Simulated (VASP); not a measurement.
# Rb (P6_3/mmc) in VASP: a series of runs

Rb is run at these levels: PBE; tasks: relaxation of cell and atoms, single point.

Program: VASP 6.6.1. These are calculated values, not measurements. Logs are shortened: lines on timing, memory, paths and dates and some standing lists are left out, and cuts for length are marked.

**1. The cell of the first run**

Symmetry: P6_3/mmc, No. 194, hexagonal system. The conventional cell has a = 3.623 Å, b = 3.623 Å, c = 5.870 Å, α = 90.00°, β = 90.00°, γ = 120.00°. Rb (site symmetry -6m2) has 12 Rb at 3.60 to 3.62 Å within 4.7 Å.

This isn't the form of Rb at room conditions, which is bcc.

**2. Relaxation of cell and atoms, PBE**

Contents of INCAR:

```
SYSTEM = Rb
PREC     = Accurate       ! precision mode
ENCUT    = 600            ! plane-wave cutoff, eV
EDIFF    = 1E-6           ! SCF threshold, eV
ISMEAR   = -1             ! smearing method
SIGMA    = 0.03           ! smearing width, eV
LREAL    = .False.        ! projectors in reciprocal space
LASPH    = .True.         ! aspherical terms in the spheres
NELM     = 100            ! most SCF steps
ALGO     = Normal         ! electronic algorithm
ISIF     = 3              ! what is computed and relaxed
LWAVE    = .False.        ! write WAVECAR
LCHARG   = .False.        ! write CHGCAR
GGA      = PE             ! functional
IBRION   = 2              ! ionic algorithm
NSW      = 100            ! ionic steps
EDIFFG   = -0.005         ! ionic threshold
```

Contents of KPOINTS:

```
Automatic mesh
0
Gamma
  11 11 6
  0 0 0
```

Contents of POSCAR:

```
Rb
1.0
    3.6234121306      0.0000000000      0.0000000000
   -1.8117060653      3.1379669535      0.0000000000
    0.0000000000      0.0000000000      5.8699276516
Rb
2
Direct
    0.3333333333      0.6666666667      0.2500000000
    0.6666666667      0.3333333333      0.7500000000
```

Potentials or basis: VASP PAW PBE potentials, release 64 (Rb_sv).

Started as:

```
$ cat potpaw_PBE.64/Rb_sv/POTCAR > POTCAR
$ mpirun -np 1 vasp_std > vasp.out
```

OUTCAR:

```text
SYSTEM = Rb
   PREC = Accurate
   ENCUT = 600
   EDIFF = 1E-6
   ISMEAR = -1
   LREAL = .False.
   LASPH = .True.
   NELM = 100
   ISIF = 3
   GGA = PE
   IBRION = 2
   NSW = 100
   EDIFFG = -0.005

 ion  position               nearest neighbor table
   1  0.333  0.667  0.250-   2 3.60   2 3.60   2 3.60   2 3.60   2 3.60   2 3.60   2 5.11   2 5.11
                             2 5.11   2 5.11   2 5.11   2 5.11
   2  0.667  0.333  0.750-   1 3.60   1 3.60   1 3.60   1 3.60   1 3.60   1 3.60   1 5.11   1 5.11
                             1 5.11   1 5.11   1 5.11   1 5.11

  LATTYP: Found a hexagonal cell.
 ALAT       =     3.6234121306
 C/A-ratio  =     1.6200000000

  Lattice vectors:

 A1 = (   3.6234121306,   0.0000000000,   0.0000000000)
 A2 = (  -1.8117060653,   3.1379669535,   0.0000000000)
 A3 = (   0.0000000000,   0.0000000000,   5.8699276516)

Analysis of symmetry for initial positions (statically):
=====================================================================
 Subroutine PRICEL returns:
 Original cell was already a primitive cell.

 Routine SETGRP: Setting up the symmetry group for a
 hexagonal supercell.

 Subroutine GETGRP returns: Found 24 space group operations
 (whereof 12 operations were pure point group operations)
 out of a pool of 24 trial point group operations.

The static configuration has the point symmetry D_3d.
 The point group associated with its full space group is D_6h.

Analysis of symmetry for dynamics (positions and initial velocities):
=====================================================================
 Subroutine PRICEL returns:
 Original cell was already a primitive cell.

 Routine SETGRP: Setting up the symmetry group for a
 hexagonal supercell.

 Subroutine GETGRP returns: Found 24 space group operations
 (whereof 12 operations were pure point group operations)
 out of a pool of 24 trial point group operations.

The dynamic configuration has the point symmetry D_3d.
 The point group associated with its full space group is D_6h.

 Subroutine INISYM returns: Found 24 space group operations
 (whereof 12 operations are pure point group operations),
 and found     1 'primitive' translations

----------------------------------------------------------------------------------------

                                     Primitive cell

  volume of cell :      66.7419

  direct lattice vectors                    reciprocal lattice vectors
     3.623412131  0.000000000  0.000000000     0.275982959  0.159338835  0.000000000
    -1.811706065  3.137966953  0.000000000     0.000000000  0.318677671  0.000000000
     0.000000000  0.000000000  5.869927652     0.000000000  0.000000000  0.170359851

[... 123 lines left out ...]

 number of electron      17.9999999 magnetization

 Free energy of the ion-electron system (eV)
  ---------------------------------------------------
  ext. energy  EPLUGINS =         0.00000000
  ---------------------------------------------------
  free energy    TOTEN  =         0.75519246 eV

  energy without entropy =        0.76325916  energy(sigma->0) =        0.75922581

------------------------ aborting loop because EDIFF is reached ----------------------------------------

  FORCE on cell =-STRESS in cart. coord.  units (eV):
  Direction    XX          YY          ZZ          XY          YZ          ZX
  --------------------------------------------------------------------------------------
  -------------------------------------------------------------------------------------
  Total        5.9196538      5.9196538      6.1299477      0.0000000      0.0000000      0.0000000
  in kB      142.1045704    142.1045704    147.1527914      0.0000000      0.0000000      0.0000000
  external PRESSURE =     143.7873108 kB  Pullay stress =       0.0000000 kB
[... 89 lines left out ...]
  FREE ENERGIE OF THE ION-ELECTRON SYSTEM (eV)
  ---------------------------------------------------
  free  energy   TOTEN  =        -1.7608399372 eV

  energy  without entropy=       -1.7532377669  energy(sigma->0) =       -1.75703885

[... ionic steps 4 to 11 ...]

--------------------------------------- Ionic step       12  -------------------------------------------

 number of electron      18.0000000 magnetization

------------------------ aborting loop because EDIFF is reached ----------------------------------------
[... 67 lines left out ...]
--------------------------------------- Ionic step       14  -------------------------------------------

 number of electron      18.0000000 magnetization

 Free energy of the ion-electron system (eV)
  ---------------------------------------------------
  ext. energy  EPLUGINS =         0.00000000
  ---------------------------------------------------
  free energy    TOTEN  =        -1.86643857 eV

  energy without entropy =       -1.85924847  energy(sigma->0) =       -1.86284352

 E-fermi :   0.0476     XC(G=0):  -5.4765

 val. band max:        0.0301490372   @ k =   0.2727   0.1818   0.5000
 cond. band min:       0.0620418650   @ k =   0.2727   0.0909   0.3333
 fundamental gap:      0.0318928277
 Fermi energy:         0.0476001232

 k-point     1 :       0.0000    0.0000    0.0000
  band No.  band energies     occupation
      1     -28.8710      2.00000
      2     -28.8674      2.00000
      3     -13.0085      2.00000
      4     -12.9266      2.00000
      5     -12.9266      2.00000
      6     -12.9150      2.00000
      7     -12.9141      2.00000
      8     -12.9141      2.00000
      9      -1.9540      2.00000
     10       0.1292      0.12359
     11       0.6540      0.00000
     12       3.5204      0.00000
     13       3.5204      0.00000
[... 354 lines left out ...]
  band No.  band energies     occupation
      1     -28.8691      2.00000
      2     -28.8667      2.00000
      3     -12.9900      2.00000
      4     -12.9575      2.00000
      5     -12.9538      2.00000
      6     -12.9363      2.00000
      7     -12.9240      2.00000
      8     -12.9225      2.00000
      9      -1.3184      2.00000
     10       0.2098      0.00894
     11       1.3390      0.00000
     12       2.2455      0.00000
     13       2.7988      0.00000

 [... further k-points ...]

------------------------ aborting loop because EDIFF is reached ----------------------------------------

  FORCE on cell =-STRESS in cart. coord.  units (eV):
  Direction    XX          YY          ZZ          XY          YZ          ZX
  --------------------------------------------------------------------------------------
  -------------------------------------------------------------------------------------
  Total       -0.0084754     -0.0084754      0.0089273      0.0000000      0.0000000      0.0000000
  in kB       -0.0749915     -0.0749915      0.0789902      0.0000000      0.0000000      0.0000000
  external PRESSURE =      -0.0236643 kB  Pullay stress =       0.0000000 kB
[... 17 lines left out ...]
  FREE ENERGIE OF THE ION-ELECTRON SYSTEM (eV)
  ---------------------------------------------------
  free  energy   TOTEN  =        -1.8664385736 eV

  energy  without entropy=       -1.8592484693  energy(sigma->0) =       -1.86284352

 reached required accuracy - stopping structural energy minimisation
```

Run time: 7.6 min. Hardware: 1 thread of Oxide Virtual Turin-like, shared host; peak memory 0.2 GiB.

Results:

```yaml
Free_energy: -1.8664 eV
Relaxed_volume: 90.54 Å³/atom
Relaxed_cell: a = 5.022 Å, b = 5.022 Å, c = 8.290 Å, α = 90.00°, β = 90.00°, γ = 120.00°
Space_group_after_relaxing_to_0.1_Å: P6_3/mmc (No. 194)
Energy_gained_by_relaxing: 1310.8 meV/atom
Ionic_steps: 14
Pressure_after_relaxing: 0.0 GPa
Band_gap_on_the_k_mesh: zero (bands 9 and 10 overlap by 2.25 eV)
```

The path:
```
step  energy change (eV)  largest force (eV/Å)  pressure (GPa)  volume (Å³)
   1              0.0000                0.0000           14.38        66.74
   2             -1.8303                0.0000            4.81       100.05
   3             -2.5160                0.0000            1.06       143.18
   4             -2.6092                0.0000            0.29       166.60
   5             -2.6213                0.0000           -0.02       179.58
   6             -2.6204                0.0000            0.08       176.57
   7             -2.6204                0.0000            0.08       176.58
   8             -2.6206                0.0000            0.08       176.63
   9             -2.6207                0.0000            0.07       176.82
  10             -2.6209                0.0000            0.06       177.40
  11             -2.6213                0.0000            0.04       178.56
  12             -2.6216                0.0000            0.00       180.90
  13             -2.6216                0.0000            0.00       180.99
  14             -2.6216                0.0000            0.00       181.07
```

Final structure:
```yaml
crystal:
  lattice:
    - [5.02203, 0.00000, 0.00000]
    - [-2.51101, 4.34920, 0.00000]
    - [0.00000, 0.00000, 8.29025]
  atoms:
    - { symbol: Rb, position: [0.33333, 0.66667, 0.25000] }
    - { symbol: Rb, position: [0.66667, 0.33333, 0.75000] }
```

Caveat: the volume moved by over 15 % at a fixed basis, so the end points are rough.

**3. Single point, PBE (95.16 Å³/atom)**

This run uses another cell than the first one, of 95.16 Å³/atom.

Contents of INCAR:

```
SYSTEM = Rb
PREC     = Accurate       ! precision mode
ENCUT    = 520            ! plane-wave cutoff, eV
EDIFF    = 1E-6           ! SCF threshold, eV
ISMEAR   = -1             ! smearing method
SIGMA    = 0.03           ! smearing width, eV
LREAL    = .FALSE.        ! projectors in reciprocal space
LASPH    = .TRUE.         ! aspherical terms in the spheres
NELM     = 100            ! most SCF steps
ALGO     = Normal         ! electronic algorithm
ISIF     = 2              ! what is computed and relaxed
LWAVE    = .FALSE.        ! write WAVECAR
LCHARG   = .FALSE.        ! write CHGCAR
GGA      = PE             ! functional
NBANDS   = 16             ! bands
```

Contents of KPOINTS:

```
Automatic mesh
0
G
  11 11 6
  0 0 0
```

Contents of POSCAR:

```
Rb
1.0
    5.1007145024      0.0000000000      0.0000000000
   -2.5503572512      4.4173483365      0.0000000000
    0.0000000000      0.0000000000      8.4465023350
Rb
2
Direct
    0.3333333333      0.6666666667      0.2500000000
    0.6666666667      0.3333333333      0.7500000000
```

Potentials or basis: VASP PAW PBE potentials, release 64 (Rb_sv).

Started as:

```
$ cat potpaw_PBE.64/Rb_sv/POTCAR > POTCAR
$ mpirun -np 1 vasp_std > vasp.out
```

OUTCAR:

```text
SYSTEM = Rb
   PREC = Accurate
   ENCUT = 520
   EDIFF = 1E-6
   ISMEAR = -1
   LREAL = .FALSE.
   LASPH = .TRUE.
   NELM = 100
   ISIF = 2
   GGA = PE

 ion  position               nearest neighbor table
   1  0.333  0.667  0.250-   2 5.15   2 5.15   2 5.15   2 5.15   2 5.15   2 5.15
   2  0.667  0.333  0.750-   1 5.15   1 5.15   1 5.15   1 5.15   1 5.15   1 5.15

  LATTYP: Found a hexagonal cell.
 ALAT       =     5.1007145024
 C/A-ratio  =     1.6559449330

  Lattice vectors:

 A1 = (   5.1007145024,   0.0000000000,   0.0000000000)
 A2 = (  -2.5503572512,   4.4173483365,   0.0000000000)
 A3 = (   0.0000000000,   0.0000000000,   8.4465023350)

Analysis of symmetry for initial positions (statically):
=====================================================================
 Subroutine PRICEL returns:
 Original cell was already a primitive cell.

 Routine SETGRP: Setting up the symmetry group for a
 hexagonal supercell.

 Subroutine GETGRP returns: Found 24 space group operations
 (whereof 12 operations were pure point group operations)
 out of a pool of 24 trial point group operations.

The static configuration has the point symmetry D_3d.
[... 163 lines left out ...]
 E-fermi :  -0.0656     XC(G=0):  -5.3591

 val. band max:       -0.0819700294   @ k =   0.2727   0.1818   0.5000
 cond. band min:      -0.0534887344   @ k =   0.2727   0.0909   0.3333
 fundamental gap:      0.0284812950
 Fermi energy:        -0.0655770952

 k-point     1 :       0.0000    0.0000    0.0000
  band No.  band energies     occupation
      1     -29.0070      2.00000
      2     -29.0042      2.00000
      3     -13.1323      2.00000
      4     -13.0642      2.00000
      5     -13.0642      2.00000
      6     -13.0549      2.00000
[... 433 lines left out ...]
      3     -13.1170      2.00000
      4     -13.0904      2.00000
      5     -13.0874      2.00000
      6     -13.0726      2.00000
[... 8 lines left out ...]
     15       3.4180      0.00000
     16       3.8064      0.00000

 [... further k-points ...]

------------------------ aborting loop because EDIFF is reached ----------------------------------------

  FORCE on cell =-STRESS in cart. coord.  units (eV):
  Direction    XX          YY          ZZ          XY          YZ          ZX
  --------------------------------------------------------------------------------------
  -------------------------------------------------------------------------------------
  Total       -0.1248730     -0.1248730     -0.1150324      0.0000000     -0.0000000      0.0000000
  in kB       -1.0512582     -1.0512582     -0.9684140      0.0000000     -0.0000000      0.0000000
  external PRESSURE =      -1.0236435 kB  Pullay stress =       0.0000000 kB

 VOLUME and BASIS-vectors are now :
 -----------------------------------------------------------------------------
  energy-cutoff  :      520.00
  volume of cell :      190.31
      direct lattice vectors                 reciprocal lattice vectors
     5.100714502  0.000000000  0.000000000     0.196050965  0.113190077  0.000000000
    -2.550357251  4.417348336  0.000000000     0.000000000  0.226380155  0.000000000
     0.000000000  0.000000000  8.446502335     0.000000000  0.000000000  0.118392201

 POSITION                                       TOTAL-FORCE (eV/Angst)
 -----------------------------------------------------------------------------------
     -0.00000      2.94490      2.11163        -0.000000     -0.000000      0.000000
      2.55036      1.47245      6.33488         0.000000      0.000000      0.000000
 -----------------------------------------------------------------------------------
    total drift:                               -0.000000      0.000000     -0.000000

  FREE ENERGIE OF THE ION-ELECTRON SYSTEM (eV)
  ---------------------------------------------------
  free  energy   TOTEN  =        -1.8721823934 eV

  energy  without entropy=       -1.8650738590  energy(sigma->0) =       -1.86862813
```

stdout:

```text
POSCAR found type information on POSCAR Rb
 POSCAR found :  1 types and       2 ions
 scaLAPACK will be used
 LDA part: xc-table for (Slater+PW92), standard interpolation
 POSCAR, INCAR and KPOINTS ok, starting setup
 FFT: planning ... GRIDC
 FFT: planning ... GRID_SOFT
 FFT: planning ... GRID
 WAVECAR not read
 entering main loop
```

It took 83 s on 1 thread of Oxide Virtual Turin-like, shared host; peak memory 0.36 GiB.

What came out:

```yaml
Free_energy: -1.8722 eV
Pressure: -0.1 GPa
Band_gap_on_the_k_mesh: zero (bands 9 and 10 overlap by 2.21 eV)
```

The gap in the log of VASP goes by the Fermi energy; the results here count the filled bands.